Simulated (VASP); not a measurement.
# Te (R-3m) in VASP: further runs

The runs below take Te through single point, with PBEsol.

Everything below comes from runs of VASP 6.6.1. Logs are shortened: lines on timing, memory, paths and dates and some standing lists are left out, and cuts for length are marked.

**1. The cell of the first run**

It takes space group R-3m (No. 166, trigonal). The conventional cell has a = 4.577 Å, b = 4.577 Å, c = 5.567 Å, α = 90.00°, β = 90.00°, γ = 120.00°. Within 4.2 Å of Te (site symmetry -3m) lie 6 Te at 3.23 Å.

**2. Single point, PBEsol (volume 33.671 Å^3 an atom, c/a of the conventional cell 1.2163)**

The input, INCAR:

```
  ALGO = Normal
  EDIFF = 1E-7
  ENCUT = 520
  GGA = PS
  ISIF = 2
  ISMEAR = 0
  LASPH = True
  LCHARG = True
  LELF = True
  LREAL = False
  LVHAR = True
  LWAVE = False
  NBANDS = 9
  NELM = 80
  PREC = Accurate
  SIGMA = 0.15
```

The input, KPOINTS:

```
k-points
0
Gamma
  15 15 15
```

The input, POSCAR:

```
Te
1.0
    2.2886110018      1.3213301780      1.8557583743
   -2.2886110018      1.3213301780      1.8557583743
    0.0000000000     -2.6426603559      1.8557583744
Te
1
Direct
    0.5000000000      0.5000000000      0.5000000000
```

Potentials or basis: VASP PAW PBE potentials, release 64 (Te).

On the command line:

```sh
$ cat potpaw_PBE.64/Te/POTCAR > POTCAR
$ mpirun -np 1 vasp_std > vasp.out
```

OUTCAR:

```text
EDIFF = 1E-7
   ENCUT = 520
   GGA = PS
   ISIF = 2
   ISMEAR = 0
   LASPH = True
   LREAL = False
   NELM = 80
   PREC = Accurate

 ion  position               nearest neighbor table
   1  0.500  0.500  0.500-

  LATTYP: Found a trigonal (rhomboedric) cell.
 ALAT       =     3.2291628792
 COS(alpha) =    -0.0046020395

  Lattice vectors:

 A1 = (   2.2886110018,   1.3213301780,   1.8557583743)
 A2 = (  -2.2886110018,   1.3213301780,   1.8557583743)
 A3 = (   0.0000000000,  -2.6426603559,   1.8557583744)

Analysis of symmetry for initial positions (statically):
=====================================================================
 Subroutine PRICEL returns:
 Original cell was already a primitive cell.

 Routine SETGRP: Setting up the symmetry group for a
 trigonal (rhombohedral) supercell.

 Subroutine GETGRP returns: Found 12 space group operations
 (whereof 12 operations were pure point group operations)
 out of a pool of 12 trial point group operations.

The static configuration has the point symmetry D_3d.

Analysis of symmetry for dynamics (positions and initial velocities):
=====================================================================
 Subroutine PRICEL returns:
 Original cell was already a primitive cell.

 Routine SETGRP: Setting up the symmetry group for a
 trigonal (rhombohedral) supercell.

 Subroutine GETGRP returns: Found 12 space group operations
 (whereof 12 operations were pure point group operations)
 out of a pool of 12 trial point group operations.

The dynamic configuration has the point symmetry D_3d.

 Subroutine INISYM returns: Found 12 space group operations
 (whereof 12 operations are pure point group operations),
 and found     1 'primitive' translations

----------------------------------------------------------------------------------------

                                     Primitive cell

  volume of cell :      33.6710

  direct lattice vectors                    reciprocal lattice vectors
     2.288611002  1.321330178  1.855758374     0.218473126  0.126135518  0.179621085
    -2.288611002  1.321330178  1.855758374    -0.218473126  0.126135518  0.179621085
     0.000000000 -2.642660356  1.855758374     0.000000000 -0.252271036  0.179621085

  length of vectors
     3.229162879  3.229162879  3.229162879     0.309684372  0.309684372  0.309684372

  position of ions in fractional coordinates (direct lattice)
     0.500000000  0.500000000  0.500000000

  ion indices of the primitive-cell ions
   primitive index   ion index
                 1           1

----------------------------------------------------------------------------------------

 KPOINTS: k-points

Automatic generation of k-mesh.
 Grid dimensions read from file:
 generate k-points for:   15   15   15

 Generating k-lattice:

  Cartesian coordinates                     Fractional coordinates (reciprocal lattice)
     0.014564875  0.008409035  0.011974739     0.066666667 -0.000000000 -0.000000000
    -0.014564875  0.008409035  0.011974739    -0.000000000  0.066666667 -0.000000000
     0.000000000 -0.016818069  0.011974739    -0.000000000 -0.000000000  0.066666667

  Length of vectors
     0.020645625  0.020645625  0.020645625

  Shift w.r.t. Gamma in fractional coordinates (k-lattice)
     0.000000000  0.000000000  0.000000000

 Subroutine IBZKPT returns following result:
 ===========================================

 Found    344 irreducible k-points:

 Following reciprocal coordinates:
            Coordinates               Weight
  0.000000  0.000000  0.000000      1.000000
  0.066667 -0.000000 -0.000000      6.000000
  0.133333 -0.000000  0.000000      6.000000
  0.200000  0.000000  0.000000      6.000000
  0.266667 -0.000000  0.000000      6.000000
  0.333333 -0.000000 -0.000000      6.000000
[... 16 lines left out ...]
  0.133333  0.133333 -0.000000      6.000000
  0.200000  0.133333 -0.000000     12.000000
 [... further k-points ...]
   k-points           NKPTS =    344   k-points in BZ     NKDIM =    344   number of bands    NBANDS=      9
   number of dos      NEDOS =    301   number of ions     NIONS =      1
   total plane-waves  NPLWV =  13824
   dimension x,y,z NGX =    24 NGY =   24 NGZ =   24
   dimension x,y,z NGXF=    48 NGYF=   48 NGZF=   48
   ions per type =               1
   NGX,Y,Z   is equivalent  to a cutoff of  12.36, 12.36, 12.36 a.u.
   NGXF,Y,Z  is equivalent  to a cutoff of  24.71, 24.71, 24.71 a.u.
 SYSTEM =  unknown system
   PREC   = accura    normal or accurate (medium, high low for compatibility)
   ISTART =      0    job   : 0-new  1-cont  2-samecut
   ICHARG =      2    charge: 1-file 2-atom 10-const
   ISPIN  =      1    spin polarized calculation?
   LNONCOLLINEAR =      F non collinear calculations
   LSORBIT =      F    spin-orbit coupling
   LASPH  =      T    aspherical Exc in radial PAW
   ENCUT  =  520.0 eV  38.22 Ry    6.18 a.u.   6.00  6.00  6.00*2*pi/ulx,y,z
   NELM   =     80;   NELMIN=  2; NELMDL= -5     # of ELM steps
   EDIFF  = 0.1E-06   stopping-criterion for ELM
   LREAL  =      F    real-space projection
   EDIFFG = 0.1E-05   stopping-criterion for IOM
   NSW    =      0    number of steps for IOM
   IBRION =     -1    ionic relax: 0-MD 1-quasi-New 2-CG
   NFREE  =      0    steps in history (QN), initial steepest desc. (CG)
   ISIF   =      2    stress and relaxation
   ISYM   =      2    0-nonsym 1-usesym 2-fastsym
   POTIM  = 0.5000    time-step for ionic-motion
   TEBEG  =    0.0;   TEEND  =   0.0 temperature during run
   PSTRESS=    0.0 pullay stress
   NELECT =       6.0000    total number of electrons
   NUPDOWN=      -1.0000    fix difference up-down
   EMIN   =  10.00;   EMAX   =-10.00  energy-range for DOS
   EFERMI =   0.00;   METHOD = LEGACY
   ISMEAR =     0;   SIGMA  =   0.15  broadening in eV -4-tet -1-fermi 0-gaus
   EFERMI_NEDOS =   21; number of points for ismear=-14 and -15
   IALGO  =     38    algorithm
   IMIX   =      4    mixing-type and parameters
     AMIX     =   0.40;   BMIX     =  1.00
     AMIX_MAG =   1.60;   BMIX_MAG =  1.00
  volume/ion in A,a.u.               =      33.67       227.22
  Fermi-wavevector in a.u.,A,eV,Ry     =   0.921241  1.740893 11.547059  0.848685
  Thomas-Fermi vector in A             =   2.046636
   LORBIT       =      0    0 simple, 1 ext, 2 COOP (PROOUT), +10 PAW based schemes
   GGA     = PS    functional components
   LHFCALC =     F    Hartree Fock is set to
   AEXX    =    0.0000 exact exchange contribution
   IVDW    =     0    specifies the selected vdW correction
   LEPSILON=     F    determine dielectric tensor
   LRPA    =     F    only Hartree local field effects (RPA)
 non-spin polarized calculation
 Gauss-broadening in eV      SIGMA  =   0.15
  energy-cutoff  :      520.00
  volume of cell :       33.67
 maximum number of plane-waves:       928
   NGX = 13   NGY = 13   NGZ = 13

 number of electron       6.0000001 magnetization

 Free energy of the ion-electron system (eV)
  ---------------------------------------------------
  ext. energy  EPLUGINS =         0.00000000
  ---------------------------------------------------
  free energy    TOTEN  =        -3.48352773 eV

  energy without entropy =       -3.47738662  energy(sigma->0) =       -3.48045717

 E-fermi :   5.9004     XC(G=0):  -9.3080

 val. band max:        5.8972013485   @ k =  -0.3333   0.3333   0.2000
 cond. band min:       5.9066037107   @ k =  -0.2667  -0.4000   0.2000
 fundamental gap:      0.0094023622
 Fermi energy:         5.9003934105

 k-point     1 :       0.0000    0.0000    0.0000
  band No.  band energies     occupation
      1      -7.4810      2.00000
      2       7.0517      0.00000
      3       7.0807      0.00000
      4       7.0807      0.00000
      5      11.9971      0.00000
      6      11.9971      0.00000
      7      12.1214      0.00000
      8      23.1657      0.00000
      9      23.1817      0.00000

 k-point     2 :       0.0667   -0.0000   -0.0000
  band No.  band energies     occupation
      1      -7.4307      2.00000
      2       6.4762      0.00000
      3       7.1066      0.00000
      4       7.1257      0.00000
      5      12.0451      0.00000
      6      12.1305      0.00000
      7      12.7432      0.00000
      8      22.0895      0.00000
      9      22.1046      0.00000

 k-point     3 :       0.1333   -0.0000    0.0000
  band No.  band energies     occupation
      1      -7.2826      2.00000
      2       5.2346      2.00000
      3       7.2374      0.00000
      4       7.2567      0.00000
      5      12.1878      0.00000
      6      12.3016      0.00000
      7      14.2862      0.00000
      8      20.7547      0.00000
      9      20.7701      0.00000

 k-point     4 :       0.2000    0.0000    0.0000
  band No.  band energies     occupation
      1      -7.0456      2.00000
      2       3.8794      2.00000
      3       7.4418      0.00000
      4       7.4612      0.00000
      5      12.4202      0.00000
      6      12.5819      0.00000
      7      16.0907      0.00000
      8      19.5166      0.00000
      9      19.5317      0.00000
[... 205 lines left out ...]
 k-point    22 :      -0.0667    0.0667    0.0000
  band No.  band energies     occupation
      1      -7.3808      2.00000
      2       6.5125      0.00000
      3       6.5402      0.00000
      4       7.1610      0.00000
      5      12.1363      0.00000
      6      12.7458      0.00000
      7      12.8227      0.00000
      8      21.0372      0.00000
      9      22.0598      0.00000

 k-point    23 :       0.1333    0.1333   -0.0000
  band No.  band energies     occupation
      1      -7.0829      2.00000
      2       5.4033      2.00000
      3       5.4237      1.99999
      4       7.4236      0.00000
      5      12.4483      0.00000
      6      14.4116      0.00000
      7      14.4748      0.00000
      8      18.5592      0.00000
      9      20.7486      0.00000

 k-point    24 :       0.2000    0.1333   -0.0000
  band No.  band energies     occupation
      1      -6.8452      2.00000
      2       4.0617      2.00000
      3       5.6315      1.98875
      4       7.6279      0.00000
      5      12.6977      0.00000
      6      14.5610      0.00000
      7      15.9925      0.00000
      8      17.6661      0.00000
      9      19.6699      0.00000

 [... further k-points ...]

------------------------ aborting loop because EDIFF is reached ----------------------------------------

  FORCE on cell =-STRESS in cart. coord.  units (eV):
  Direction    XX          YY          ZZ          XY          YZ          ZX
  --------------------------------------------------------------------------------------
  -------------------------------------------------------------------------------------
  Total       -0.7786678     -0.7786678     -0.7664412      0.0000000      0.0000000     -0.0000000
  in kB      -37.0515865    -37.0515865    -36.4698030      0.0000000      0.0000000     -0.0000000
  external PRESSURE =     -36.8576587 kB  Pullay stress =       0.0000000 kB

 VOLUME and BASIS-vectors are now :
 -----------------------------------------------------------------------------
  energy-cutoff  :      520.00
  volume of cell :       33.67
      direct lattice vectors                 reciprocal lattice vectors
     2.288611002  1.321330178  1.855758374     0.218473126  0.126135518  0.179621085
    -2.288611002  1.321330178  1.855758374    -0.218473126  0.126135518  0.179621085
     0.000000000 -2.642660356  1.855758374     0.000000000 -0.252271036  0.179621085

 POSITION                                       TOTAL-FORCE (eV/Angst)
 -----------------------------------------------------------------------------------
      0.00000      0.00000      2.78364         0.000000      0.000000      0.000000
 -----------------------------------------------------------------------------------
    total drift:                                0.000000      0.000000     -0.000000

  FREE ENERGIE OF THE ION-ELECTRON SYSTEM (eV)
  ---------------------------------------------------
  free  energy   TOTEN  =        -3.4835277285 eV

  energy  without entropy=       -3.4773866174  energy(sigma->0) =       -3.48045717
```

Run time: 20 s. Hardware: 1 thread of Intel Xeon 6975P-C (Granite Rapids), shared host; peak memory 0.21 GiB.

Results:

```
Free energy            : -3.4835 eV
Pressure               : -3.7 GPa
Band gap on the k mesh : zero (band 3 reaches 8.33 eV, above the bottom of band 4 at 3.12 eV)
```

Levels at points of the mesh, in eV from the Fermi level:
| k point | band 1 | band 2 | band 3 | band 4 | band 5 | band 6 | band 7 | band 8 |
| --- | --- | --- | --- | --- | --- | --- | --- | --- |
| (0.00, 0.00, 0.00) | -13.38 | 1.15 | 1.18 | 1.18 | 6.10 | 6.10 | 6.22 | 17.27 |

Caveat: the PAW data sets were made with another functional, which shifts forces and pressure a little; spin-orbit coupling is left out, which moves the levels of the heavy elements.

**3. Single point, PBEsol (volume 33.671 Å^3 an atom, c/a of the conventional cell 1.2492)**

The input, INCAR:

```
PREC = Accurate
ENCUT = 520
EDIFF = 1E-6
ISMEAR = 0
SIGMA = 0.15
LREAL = F
LASPH = T
NELM = 100
ALGO = Normal
ISIF = 2
LWAVE = F
LCHARG = F
GGA = PS
NBANDS = 9
```

The input, KPOINTS:

```
regular mesh
0
Gamma
  15 15 15
```

The input, POSCAR:

```
Te
1.0
    2.2683403858      1.3096269324      1.8890738732
   -2.2683403858      1.3096269324      1.8890738732
    0.0000000000     -2.6192538646      1.8890738733
Te
1
Direct
    0.5000000000      0.5000000000      0.5000000000
```

Potentials or basis: VASP PAW PBE potentials, release 64 (Te).

On the command line:

```sh
$ cat potpaw_PBE.64/Te/POTCAR > POTCAR
$ mpirun -np 1 vasp_std > vasp.out
```

Wall time 16 s (1 thread of Intel Xeon 6975P-C (Granite Rapids), shared host); peak memory 0.21 GiB.

The run converged. Its results:

```
Free energy            : -3.4833 eV
Pressure               : -3.7 GPa
Band gap on the k mesh : zero (band 3 reaches 8.31 eV, above the bottom of band 4 at 3.14 eV)
```

Stress tensor (GPa, compression positive):
```
-3.65  0.00  0.00
 0.00 -3.65  0.00
 0.00  0.00 -3.83
```

Levels at points of the mesh, in eV from the Fermi level:
| k point | band 1 | band 2 | band 3 | band 4 | band 5 | band 6 | band 7 |
| --- | --- | --- | --- | --- | --- | --- | --- |
| (0.00, 0.00, 0.00) | -13.38 | 1.15 | 1.15 | 1.23 | 6.10 | 6.10 | 6.22 |

Caveat: the PAW data sets were made with another functional, which shifts forces and pressure a little; spin-orbit coupling is left out, which moves the levels of the heavy elements.

**4. Single point, PBEsol (volume 33.671 Å^3 an atom, c/a of the conventional cell 1.1842)**

The input, INCAR:

```
SYSTEM = Te
  PREC = Accurate
  ENCUT = 520
  EDIFF = 1E-6
  ISMEAR = 0
  SIGMA = 0.15
  LREAL = .FALSE.
  LASPH = .TRUE.
  NELM = 60
  ALGO = Normal
  ISIF = 2
  LWAVE = .FALSE.
  LCHARG = .FALSE.
  GGA = PS
  NBANDS = 9
```

The input, KPOINTS:

```
regular mesh
0
G
  15 15 15
  0 0 0
```

The input, POSCAR:

```
Te
1.0
    2.3090911757      1.3331544119      1.8229855596
   -2.3090911757      1.3331544119      1.8229855596
    0.0000000000     -2.6663088238      1.8229855597
Te
1
Direct
    0.5000000000      0.5000000000      0.5000000000
```

On the command line:

```sh
$ cat potpaw_PBE.64/Te/POTCAR > POTCAR
$ mpirun -np 1 vasp_std > vasp.out
```

Wall time 14 s (1 thread of Intel Xeon 6975P-C (Granite Rapids), shared host); peak memory 0.22 GiB.

Results (log left out):

```yaml
Free_energy: -3.4829 eV
Pressure: -3.7 GPa
Band_gap_on_the_k_mesh: zero (band 3 reaches 8.29 eV, above the bottom of band 4 at 3.27 eV)
```

Stress tensor (GPa, compression positive):
```
-3.84  0.00  0.00
 0.00 -3.84  0.00
 0.00  0.00 -3.53
```

Levels at points of the mesh, in eV from the Fermi level:
```tsv
k point	band 1	band 2	band 3	band 4	band 5	band 6
(0.00, 0.00, 0.00)	-13.37	1.09	1.23	1.23	6.11	6.11
```

Caveat: the PAW data sets were made with another functional, which shifts forces and pressure a little; spin-orbit coupling is left out, which moves the levels of the heavy elements.

**5. Summary**

| cell | gap on the mesh (eV) | pressure (GPa) |
| --- | --- | --- |
| a = 3.229 Å, angles 90.3°, 1 atom | none | -3.7 |
| a = 3.229 Å, angles 89.2°, 1 atom | none | -3.7 |
| a = 3.230 Å, angles 91.3°, 1 atom | none | -3.7 |

Alike in all rows: task single point; level PBEsol; potentials or basis VASP PAW PBE potentials, release 64 (Te); no spin polarisation; k mesh 15 × 15 × 15; cutoff (eV) 520; smearing gaussian 0.15 eV.

Caveats: the PAW data sets were made with another functional, which shifts forces and pressure a little; spin-orbit coupling is left out, which moves the levels of the heavy elements.

Total energies depend on the potentials used, so only differences within one code and one set of settings carry meaning.
